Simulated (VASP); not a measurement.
Mg3S2O, 6 atoms in the cell. Symmetry: P4/mmm, No. 123, tetragonal system. The conventional cell has a = 4.879 Å, b = 4.879 Å, c = 4.991 Å, α = 90.00°, β = 90.00°, γ = 90.00°. Within 3.2 Å of Mg (site symmetry mmm) lie 2 Mg at 2.44 Å and 2 S at 2.44 Å. Mg (site symmetry 4/mmm) has 4 Mg at 2.44 Å and 2 S at 2.50 Å within 3.2 Å. S (site symmetry 4/mmm) has 2 Mg at 2.50 Å within 3.3 Å. Within 3.2 Å of S (site symmetry 4/mmm) lie 4 Mg at 2.44 Å and 2 O at 2.50 Å. Within 3.3 Å of O (site symmetry 4/mmm) lie 2 S at 2.50 Å. The cell was built from a structure type or drawn by symmetry, and may not be a known phase.

| Quantity | Value |
| --- | --- |
| Program | VASP 6.6.1 |
| Task | single point |
| Functional | PBE |
| Potentials or basis | VASP PAW PBE potentials, release 64 (Mg, S, O) |
| Cutoff | 520 eV |
| k mesh | 4 × 4 × 4 |
| Occupations | gaussian, width 0.1 eV |
| Spin | no spin polarisation |
| Dipole correction | no |
| Further INCAR settings | ALGO = Normal; EDIFF = 1e-07; NBANDS = 21 |

Potentials or basis: VASP PAW PBE potentials, release 64 (Mg, S, O).

The run is started by

```console
$ cat potpaw_PBE.64/Mg/POTCAR potpaw_PBE.64/S/POTCAR potpaw_PBE.64/O/POTCAR > POTCAR
$ mpirun -np 1 vasp_std > vasp.out
```

Hardware: 1 thread of AMD EPYC 9R45 96-Core Processor (Zen 5) (shared host).

Estimate the wall time of this run.

It took 26 s on 1 thread of AMD EPYC 9R45 96-Core Processor (Zen 5), on a shared host, peak memory 0.19 GiB. Counts: scf iterations 19, k points 18.
